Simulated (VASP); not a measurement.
# BaZrO3 (Pm-3m) in VASP: notebook

The runs below take BaZrO3 through single point, relaxation of cell and atoms, with PBEsol.

Program: VASP 6.6.1. These are calculated values, not measurements. Logs are shortened: lines on timing, memory, paths and dates and some standing lists are left out, and cuts for length are marked.

## Step 1: The cell of the first run

It takes space group Pm-3m (No. 221, cubic). Conventional cell: a = 4.181 Å, b = 4.181 Å, c = 4.181 Å, α = 90.00°, β = 90.00°, γ = 90.00°. Within 3.9 Å of Ba (site symmetry m-3m) lie 12 O at 2.96 Å and 8 Zr at 3.62 Å. Within 2.8 Å of Zr (site symmetry m-3m) lie 6 O at 2.09 Å. O (site symmetry 4/mmm) has 2 Zr at 2.09 Å within 2.8 Å.

## Step 2: Single point, PBEsol

Input file INCAR:

```
SYSTEM = BaZrO3
  PREC = Accurate
  ENCUT = 520
  EDIFF = 1E-6
  ISMEAR = 0
  SIGMA = 0.02
  LREAL = .FALSE.
  LASPH = .TRUE.
  NELM = 80
  ALGO = Normal
  ISIF = 2
  LWAVE = .FALSE.
  LCHARG = .FALSE.
  GGA = PS
  NBANDS = 28
```

Input file KPOINTS:

```
regular mesh
0
G
  6 6 6
  0 0 0
```

Input file POSCAR:

```
BaZrO3
1.0
    4.1806569734      0.0000000000      0.0000000000
    0.0000000000      4.1806569734      0.0000000000
    0.0000000000      0.0000000000      4.1806569734
Ba Zr O
1 1 3
Direct
    0.0000000000      0.0000000000      0.0000000000
    0.5000000000      0.5000000000      0.5000000000
    0.5000000000      0.0000000000      0.5000000000
    0.5000000000      0.5000000000      0.0000000000
    0.0000000000      0.5000000000      0.5000000000
```

Potentials or basis: VASP PAW PBE potentials, release 64 (Ba_sv, Zr_sv, O).

Launch:

```
cat potpaw_PBE.64/Ba_sv/POTCAR potpaw_PBE.64/Zr_sv/POTCAR potpaw_PBE.64/O/POTCAR > POTCAR
mpirun -np 1 vasp_std > vasp.out
```

OUTCAR:

```text
SYSTEM = BaZrO3
   PREC = Accurate
   ENCUT = 520
   EDIFF = 1E-6
   ISMEAR = 0
   LREAL = .FALSE.
   LASPH = .TRUE.
   NELM = 80
   ISIF = 2
   GGA = PS

 ion  position               nearest neighbor table
   1  0.000  0.000  0.000-   3 2.96   4 2.96   5 2.96   3 2.96   5 2.96   4 2.96   5 2.96   5 2.96
                             3 2.96   4 2.96   3 2.96   4 2.96   2 3.62   2 3.62   2 3.62   2 3.62
   2  0.500  0.500  0.500-   3 2.09   4 2.09   5 2.09   4 2.09   3 2.09   5 2.09   1 3.62   1 3.62
                             1 3.62   1 3.62   1 3.62   1 3.62   1 3.62   1 3.62
   3  0.500  0.000  0.500-   2 2.09   2 2.09   1 2.96   1 2.96   1 2.96   1 2.96
   4  0.500  0.500  0.000-   2 2.09   2 2.09   1 2.96   1 2.96   1 2.96   1 2.96
   5  0.000  0.500  0.500-   2 2.09   2 2.09   1 2.96   1 2.96   1 2.96   1 2.96

  LATTYP: Found a simple cubic cell.
 ALAT       =     4.1806569734

  Lattice vectors:

 A1 = (   4.1806569734,   0.0000000000,   0.0000000000)
 A2 = (   0.0000000000,   4.1806569734,   0.0000000000)
 A3 = (   0.0000000000,   0.0000000000,   4.1806569734)

Analysis of symmetry for initial positions (statically):
=====================================================================
 Subroutine PRICEL returns:
 Original cell was already a primitive cell.

 Routine SETGRP: Setting up the symmetry group for a
 simple cubic supercell.

 Subroutine GETGRP returns: Found 48 space group operations
[... 9 lines left out ...]

 Routine SETGRP: Setting up the symmetry group for a
 simple cubic supercell.

 Subroutine GETGRP returns: Found 48 space group operations
[... 11 lines left out ...]
                                     Primitive cell

  volume of cell :      73.0691

  direct lattice vectors                    reciprocal lattice vectors
     4.180656973  0.000000000  0.000000000     0.239196855  0.000000000  0.000000000
     0.000000000  4.180656973  0.000000000     0.000000000  0.239196855  0.000000000
     0.000000000  0.000000000  4.180656973     0.000000000  0.000000000  0.239196855

  length of vectors
     4.180656973  4.180656973  4.180656973     0.239196855  0.239196855  0.239196855

  position of ions in fractional coordinates (direct lattice)
     0.000000000  0.000000000  0.000000000
     0.500000000  0.500000000  0.500000000
     0.500000000  0.000000000  0.500000000
     0.500000000  0.500000000  0.000000000
     0.000000000  0.500000000  0.500000000

  ion indices of the primitive-cell ions
[... 71 lines left out ...]
   ENCUT  =  520.0 eV  38.22 Ry    6.18 a.u.   7.77  7.77  7.77*2*pi/ulx,y,z
   NELM   =     80;   NELMIN=  2; NELMDL= -5     # of ELM steps
   EDIFF  = 0.1E-05   stopping-criterion for ELM
   LREAL  =      F    real-space projection
   EDIFFG = 0.1E-04   stopping-criterion for IOM
   NSW    =      0    number of steps for IOM
   IBRION =     -1    ionic relax: 0-MD 1-quasi-New 2-CG
   NFREE  =      0    steps in history (QN), initial steepest desc. (CG)
   ISIF   =      2    stress and relaxation
   ISYM   =      2    0-nonsym 1-usesym 2-fastsym
   POTIM  = 0.5000    time-step for ionic-motion
   TEBEG  =    0.0;   TEEND  =   0.0 temperature during run
   PSTRESS=    0.0 pullay stress
   NELECT =      40.0000    total number of electrons
   NUPDOWN=      -1.0000    fix difference up-down
   EMIN   =  10.00;   EMAX   =-10.00  energy-range for DOS
   EFERMI =   0.00;   METHOD = LEGACY
   ISMEAR =     0;   SIGMA  =   0.02  broadening in eV -4-tet -1-fermi 0-gaus
   EFERMI_NEDOS =   21; number of points for ismear=-14 and -15
   IALGO  =     38    algorithm
   IMIX   =      4    mixing-type and parameters
     AMIX     =   0.40;   BMIX     =  1.00
     AMIX_MAG =   1.60;   BMIX_MAG =  1.00
  volume/ion in A,a.u.               =      14.61        98.62
  Fermi-wavevector in a.u.,A,eV,Ry     =   1.339215  2.530749 24.402004  1.793497
  Thomas-Fermi vector in A             =   2.467624
   LORBIT       =      0    0 simple, 1 ext, 2 COOP (PROOUT), +10 PAW based schemes
   GGA     = PS    functional components
   LHFCALC =     F    Hartree Fock is set to
   AEXX    =    0.0000 exact exchange contribution
   IVDW    =     0    specifies the selected vdW correction
   LEPSILON=     F    determine dielectric tensor
   LRPA    =     F    only Hartree local field effects (RPA)
 non-spin polarized calculation
 Gauss-broadening in eV      SIGMA  =   0.02
  energy-cutoff  :      520.00
  volume of cell :       73.07
 maximum number of plane-waves:      1984
 NGX is ok and might be reduce to    32
   NGX = 15   NGY = 15   NGZ = 15

 number of electron      40.0000005 magnetization

 Free energy of the ion-electron system (eV)
  ---------------------------------------------------
  ext. energy  EPLUGINS =         0.00000000
  ---------------------------------------------------
  free energy    TOTEN  =       -43.62068490 eV

  energy without entropy =      -43.62068490  energy(sigma->0) =      -43.62068490

 E-fermi :   3.9355     XC(G=0): -11.0606

 val. band max:        3.6892458280   @ k =   0.5000   0.5000   0.5000
 cond. band min:       6.8115188296   @ k =   0.0000   0.0000   0.0000
 fundamental gap:      3.1222730016
 Fermi energy:         3.9355059705

 k-point     1 :       0.0000    0.0000    0.0000
  band No.  band energies     occupation
      1     -43.1383      2.00000
      2     -21.5288      2.00000
      3     -21.3592      2.00000
      4     -21.3592      2.00000
      5     -21.3592      2.00000
      6     -12.6132      2.00000
[... 609 lines left out ...]
     27      12.9046      0.00000
     28      12.9046      0.00000

------------------------ aborting loop because EDIFF is reached ----------------------------------------

  FORCE on cell =-STRESS in cart. coord.  units (eV):
  Direction    XX          YY          ZZ          XY          YZ          ZX
  --------------------------------------------------------------------------------------
  -------------------------------------------------------------------------------------
  Total        0.5332844      0.5332844      0.5332844      0.0000000     -0.0000000      0.0000000
  in kB       11.6932662     11.6932662     11.6932662      0.0000000     -0.0000000      0.0000000
  external PRESSURE =      11.6932662 kB  Pullay stress =       0.0000000 kB

 VOLUME and BASIS-vectors are now :
 -----------------------------------------------------------------------------
  energy-cutoff  :      520.00
  volume of cell :       73.07
      direct lattice vectors                 reciprocal lattice vectors
     4.180656973  0.000000000  0.000000000     0.239196855  0.000000000  0.000000000
     0.000000000  4.180656973  0.000000000     0.000000000  0.239196855  0.000000000
     0.000000000  0.000000000  4.180656973     0.000000000  0.000000000  0.239196855

 POSITION                                       TOTAL-FORCE (eV/Angst)
 -----------------------------------------------------------------------------------
      0.00000      0.00000      0.00000         0.000000      0.000000      0.000000
      2.09033      2.09033      2.09033         0.000000      0.000000      0.000000
      2.09033      0.00000      2.09033         0.000000      0.000000      0.000000
      2.09033      2.09033      0.00000         0.000000      0.000000      0.000000
      0.00000      2.09033      2.09033         0.000000      0.000000      0.000000
 -----------------------------------------------------------------------------------
    total drift:                                0.000000     -0.000000     -0.000000

  FREE ENERGIE OF THE ION-ELECTRON SYSTEM (eV)
  ---------------------------------------------------
  free  energy   TOTEN  =       -43.6206849023 eV

  energy  without entropy=      -43.6206849023  energy(sigma->0) =      -43.62068490
```

OSZICAR:

```text
N       E                     dE             d eps       ncg     rms          rms(c)
DAV:   1     0.309555382935E+03    0.30956E+03   -0.21841E+04  1120   0.140E+03
DAV:   2    -0.293674254199E+02   -0.33892E+03   -0.33011E+03  1400   0.353E+02
DAV:   3    -0.498715962510E+02   -0.20504E+02   -0.20415E+02  1744   0.808E+01
DAV:   4    -0.504733171228E+02   -0.60172E+00   -0.60100E+00  1532   0.110E+01
DAV:   5    -0.504822921467E+02   -0.89750E-02   -0.89745E-02  1532   0.120E+00    0.296E+01
DAV:   6    -0.437997902634E+02    0.66825E+01   -0.33631E+01  1336   0.361E+01    0.136E+01
DAV:   7    -0.436614175452E+02    0.13837E+00   -0.25232E+00  1556   0.874E+00    0.812E+00
DAV:   8    -0.436247411706E+02    0.36676E-01   -0.32187E-01  1312   0.407E+00    0.673E-01
DAV:   9    -0.436205424548E+02    0.41987E-02   -0.55656E-02  1556   0.130E+00    0.523E-01
DAV:  10    -0.436210328976E+02   -0.49044E-03   -0.14355E-02  1512   0.961E-01    0.244E-01
DAV:  11    -0.436206669172E+02    0.36598E-03   -0.19561E-03  1368   0.366E-01    0.316E-02
DAV:  12    -0.436206888292E+02   -0.21912E-04   -0.12946E-04  1432   0.761E-02    0.411E-02
DAV:  13    -0.436206849467E+02    0.38825E-05   -0.14297E-05  1520   0.279E-02    0.454E-03
DAV:  14    -0.436206849023E+02    0.44371E-07   -0.17266E-06  1080   0.947E-03
   1 F= -.43620685E+02 E0= -.43620685E+02  d E =-.224736E-69
```

stdout:

```text
POSCAR found type information on POSCAR BaZrO
 POSCAR found :  3 types and       5 ions
 scaLAPACK will be used
 -----------------------------------------------------------------------------
|                                                                             |
|                                                                             |
|     You enforced a specific xc type in the INCAR file but a different       |
|     I HOPE YOU KNOW WHAT YOU ARE DOING!                                     |
|                                                                             |
 -----------------------------------------------------------------------------

 LDA part: xc-table for (Slater+PW92), standard interpolation
 POSCAR, INCAR and KPOINTS ok, starting setup
 FFT: planning ... GRIDC
 FFT: planning ... GRID_SOFT
 FFT: planning ... GRID
 WAVECAR not read
 entering main loop
```

It took 24 s on 1 thread of Intel Xeon Platinum 8375C at 2.90GHz (Ice Lake), shared host; peak memory 0.19 GiB.

What came out:

```
Free energy            : -43.6207 eV
Pressure               : 1.2 GPa
Band gap on the k mesh : 3.12 eV, indirect (least direct gap 3.33 eV)
```

Levels at points of the mesh, in eV from the valence-band top:
| k point | band 17 | band 18 | band 19 | band 20 | band 21 | band 22 | band 23 | band 24 |
| --- | --- | --- | --- | --- | --- | --- | --- | --- |
| (0.00, 0.00, 0.00) | -1.01 | -0.21 | -0.21 | -0.21 | 3.12 | 3.12 | 3.12 | 4.55 |
| (0.50, 0.00, 0.00) | -1.77 | -1.74 | -0.44 | -0.44 | 3.59 | 5.74 | 5.74 | 6.39 |
| (0.50, 0.50, 0.00) | -0.94 | -0.94 | -0.77 | -0.08 | 5.70 | 5.70 | 6.46 | 6.49 |
| (0.50, 0.50, 0.50) | -2.57 | 0.00 | 0.00 | 0.00 | 5.93 | 5.93 | 5.93 | 7.06 |

Caveat: the PAW data sets were made with another functional, which shifts forces and pressure a little; spin-orbit coupling is left out, which moves the levels of the heavy elements. Expect the measured gap to be larger: semilocal functionals such as PBEsol lack the derivative discontinuity.

## Step 3: Relaxation of cell and atoms, PBEsol

This run uses another cell than the first one, of 14.95 Å³/atom, 1.023 times its volume.

Input file INCAR:

```
ALGO = Normal ; EDIFF = 1E-6
EDIFFG = -0.005 ; ENCUT = 600
GGA = PS ; IBRION = 2
ISIF = 3 ; ISMEAR = 0
LASPH = True ; LCHARG = False
LREAL = False ; LWAVE = False
NELM = 60 ; NSW = 100
PREC = Accurate ; SIGMA = 0.02
```

Input file KPOINTS:

```
k-points
0
Gamma
  6 6 6
```

Edit POSCAR of step 2 so:

```diff
@@ -2,5 +2,5 @@
 1.0
-    4.1806569734      0.0000000000      0.0000000000
-    0.0000000000      4.1806569734      0.0000000000
-    0.0000000000      0.0000000000      4.1806569734
+    4.2123871500      0.0000000000      0.0000000000
+    0.0000000000      4.2123871500      0.0000000000
+    0.0000000000      0.0000000000      4.2123871500
 Ba Zr O
```

Potentials or basis: VASP PAW PBE potentials, release 64 (Ba_sv, Zr_sv, O).

Launch:

```
cat potpaw_PBE.64/Ba_sv/POTCAR potpaw_PBE.64/Zr_sv/POTCAR potpaw_PBE.64/O/POTCAR > POTCAR
mpirun -np 1 vasp_std > vasp.out
```

It took 82 s on 1 thread of Intel Xeon Platinum 8375C at 2.90GHz (Ice Lake), shared host; peak memory 0.24 GiB.

It converged, with:

```yaml
Free_energy: -43.6317 eV
Relaxed_volume: 14.71 Å³/atom
Relaxed_cell: a = 4.189 Å, b = 4.189 Å, c = 4.189 Å, α = 90.00°, β = 90.00°, γ = 90.00°
Space_group_after_relaxing_to_0.05_Å: Pm-3m (No. 221)
Energy_gained_by_relaxing: 2.0 meV/atom
Ionic_steps: 3
Pressure_after_relaxing: 0.0 GPa
Band_gap_on_the_k_mesh: 3.11 eV, indirect (least direct gap 3.33 eV)
```

Step by step:
| step | energy change (eV) | largest force (eV/Å) | pressure (GPa) | volume (Å³) |
| --- | --- | --- | --- | --- |
| 1 | 0.0000 | 0.0000 | -2.59 | 74.75 |
| 2 | 0.0032 | 0.0000 | 3.18 | 72.16 |
| 3 | -0.0100 | 0.0000 | -0.01 | 73.53 |

Final structure:
```yaml
crystal:
  lattice:
    - [4.18934, 0.00000, 0.00000]
    - [0.00000, 4.18934, 0.00000]
    - [0.00000, 0.00000, 4.18934]
  atoms:
    - { symbol: Ba, position: [0.00000, 0.00000, 0.00000] }
    - { symbol: Zr, position: [0.50000, 0.50000, 0.50000] }
    - { symbol: O, position: [0.50000, 0.00000, 0.50000] }
    - { symbol: O, position: [0.50000, 0.50000, 0.00000] }
    - { symbol: O, position: [0.00000, 0.50000, 0.50000] }
```

Levels at points of the mesh, in eV from the valence-band top:
```
           k point  band 17  band 18  band 19  band 20  band 21  band 22  band 23  band 24
(0.00, 0.00, 0.00)    -1.00    -0.22    -0.22    -0.22     3.11     3.11     3.11     4.55
(0.50, 0.00, 0.00)    -1.76    -1.72    -0.45    -0.45     3.57     5.70     5.70     6.37
(0.50, 0.50, 0.00)    -0.94    -0.94    -0.79    -0.08     5.66     5.66     6.43     6.46
(0.50, 0.50, 0.50)    -2.56     0.00     0.00     0.00     5.91     5.91     5.91     7.01
```

Caveat: the PAW data sets were made with another functional, which shifts forces and pressure a little; spin-orbit coupling is left out, which moves the levels of the heavy elements.

## Step 4: Single point, PBEsol

Input file INCAR:

```
SYSTEM = BaZrO3
  PREC = Accurate
  ENCUT = 910
  EDIFF = 1E-6
  ISMEAR = 0
  SIGMA = 0.02
  LREAL = .FALSE.
  LASPH = .TRUE.
  NELM = 120
  ALGO = Normal
  ISIF = 2
  LWAVE = .FALSE.
  LCHARG = .FALSE.
  GGA = PS
  NBANDS = 28
  GGA_COMPAT = .FALSE.
```

Input file KPOINTS:

```
regular mesh
0
G
  6 6 6
  0 0 0
```

Edit POSCAR of step 3 so:

```diff
@@ -2,5 +2,5 @@
 1.0
-    4.2123871500      0.0000000000      0.0000000000
-    0.0000000000      4.2123871500      0.0000000000
-    0.0000000000      0.0000000000      4.2123871500
+    4.1806569734      0.0000000000      0.0000000000
+    0.0000000000      4.1806569734      0.0000000000
+    0.0000000000      0.0000000000      4.1806569734
 Ba Zr O
```

Potentials or basis: VASP PAW PBE potentials, release 64 (Ba_sv, Zr_sv, O_h).

Launch:

```
cat potpaw_PBE.64/Ba_sv/POTCAR potpaw_PBE.64/Zr_sv/POTCAR potpaw_PBE.64/O_h/POTCAR > POTCAR
mpirun -np 1 vasp_std > vasp.out
```

Wall time 62 s (1 thread of AMD EPYC 9R45 (Zen 5), shared host); peak memory 0.28 GiB.

The run converged. Its results:

* Free energy: -43.6400 eV
* Pressure: 0.9 GPa
* Band gap on the k mesh: 3.13 eV, indirect (least direct gap 3.34 eV)

Levels at points of the mesh, in eV from the valence-band top:
| k point | band 18 | band 19 | band 20 | band 21 | band 22 | band 23 |
| --- | --- | --- | --- | --- | --- | --- |
| (0.00, 0.00, 0.00) | -0.21 | -0.21 | -0.21 | 3.13 | 3.13 | 3.13 |
| (0.50, 0.00, 0.00) | -1.74 | -0.44 | -0.44 | 3.59 | 5.74 | 5.74 |
| (0.50, 0.50, 0.00) | -0.94 | -0.77 | -0.08 | 5.71 | 5.71 | 6.47 |
| (0.50, 0.50, 0.50) | 0.00 | 0.00 | 0.00 | 5.94 | 5.94 | 5.94 |

Caveat: the cutoff is under 1.25 times the usual one of these potentials, so pressure, stress and relaxed cells hold a basis-set (Pulay) error; the PAW data sets were made with another functional, which shifts forces and pressure a little; spin-orbit coupling is left out, which moves the levels of the heavy elements. A k mesh can miss the band edges.

## Step 5: Overview

```tsv
task	potentials or basis	cell	cutoff (eV)	second run	gap on the mesh (eV)	pressure (GPa)
single point	VASP PAW PBE potentials, release 64 (Ba_sv, Zr_sv, O)	a = 4.181 Å, 5 atoms	520	-	3.12	1.2
relaxation of cell and atoms	VASP PAW PBE potentials, release 64 (Ba_sv, Zr_sv, O)	relaxed from a = 4.212 Å, 5 atoms	600	-	3.11	0.0
single point	VASP PAW PBE potentials, release 64 (Ba_sv, Zr_sv, O_h)	a = 4.181 Å, 5 atoms	910	hard_potentials	3.13	0.9
```

Alike in all rows: level PBEsol; no spin polarisation; k mesh 6 × 6 × 6; smearing gaussian 0.02 eV.

Caveats: the PAW data sets were made with another functional, which shifts forces and pressure a little; spin-orbit coupling is left out, which moves the levels of the heavy elements; the cutoff is under 1.25 times the usual one of these potentials, so pressure, stress and relaxed cells hold a basis-set (Pulay) error (some runs).

Total energies depend on the potentials used, so only differences within one code and one set of settings carry meaning.
